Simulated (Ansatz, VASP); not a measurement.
Given: the input of a run of VASP 6.6.1 on MoS2.

File INCAR:

```
ALGO = Normal
EDIFF = 1E-7
EDIFFG = -0.01
ENCUT = 450
GGA = PE
GGA_COMPAT = F
IBRION = 2
ISIF = 2
ISMEAR = -1
LASPH = T
LCHARG = F
LREAL = F
LWAVE = F
NELM = 120
NELMIN = 4
NSW = 60
PREC = Accurate
SIGMA = 0.05
```

The input KPOINTS:

```
k-points
0
Gamma
  7 7 1
```

POSCAR

```
MoS2
1.0
    3.1840155185      0.0000000000      0.0000000000
   -1.5920077592      2.7574383250      0.0000000000
    0.0000000000      0.0000000000     28.3873198000
Mo S
3 6
Direct
    0.3333333333      0.6666666667      0.2281647700
    0.3333333333      0.6666666667      0.7718352300
    0.6666666667      0.3333333333      0.0000000000
    0.6666666667      0.3333333333      0.1734930900
    0.6666666667      0.3333333333      0.7171875100
    0.3333333333      0.6666666667      0.9453341200
    0.6666666667      0.3333333333      0.2828124900
    0.6666666667      0.3333333333      0.8265069100
    0.3333333333      0.6666666667      0.0546658800
```

Potentials or basis: VASP PAW PBE potentials, release 64 (Mo_sv, S).

Command:

```bash
$ cat potpaw_PBE.64/Mo_sv/POTCAR potpaw_PBE.64/S/POTCAR > POTCAR
$ mpirun -np 1 vasp_std > vasp.out
```

Task: Translate it to Ansatz 0.2.0. Potentials there: Ansatz PAW.

Result: As run (the cutoff follows the program's own potentials):

File input.yaml:

```yaml
crystal:
  lattice:
    - [3.1840155185, 0.0, 0.0]
    - [-1.5920077592, 2.757438325, 0.0]
    - [0.0, 0.0, 28.3873198]
  atoms:
    - { symbol: Mo, position: [0.3333333333, 0.6666666667, 0.22816477] }
    - { symbol: Mo, position: [0.3333333333, 0.6666666667, 0.77183523] }
    - { symbol: Mo, position: [0.6666666667, 0.3333333333, 0.0] }
    - { symbol: S, position: [0.6666666667, 0.3333333333, 0.17349309] }
    - { symbol: S, position: [0.6666666667, 0.3333333333, 0.71718751] }
    - { symbol: S, position: [0.3333333333, 0.6666666667, 0.94533412] }
    - { symbol: S, position: [0.6666666667, 0.3333333333, 0.28281249] }
    - { symbol: S, position: [0.6666666667, 0.3333333333, 0.82650691] }
    - { symbol: S, position: [0.3333333333, 0.6666666667, 0.05466588] }
hamiltonian:
  xc: pbe
  pseudopotentials: { kind: paw }
kpoints:
  mp_grid: { grid: [7, 7, 1] }
scf:
  occupations: { method: fermi_dirac, width: 0.05 }
output:
  forces: true
  stress: true
  eigenvalues: true
relax:
  f_tol: 0.01
  max_steps: 40
```

Potentials or basis: Ansatz PAW.

Command:

```bash
$ ansatz run input.yaml --threads 4 --pin off --max-ram 11264MiB --backend cpu --events-out ev --progress --plain --runs-dir out
```

Both were run:

|  | VASP | Ansatz | Ansatz less VASP |
| --- | --- | --- | --- |
| gap on the k mesh at the Fermi level, each at its own relaxed structure (eV) | 1.61 | 1.74 | +0.127 |

Noted on Ansatz's run: odd divisions of the mesh miss points on the zone boundary, where band edges often lie, so the gap on the mesh can be too wide.
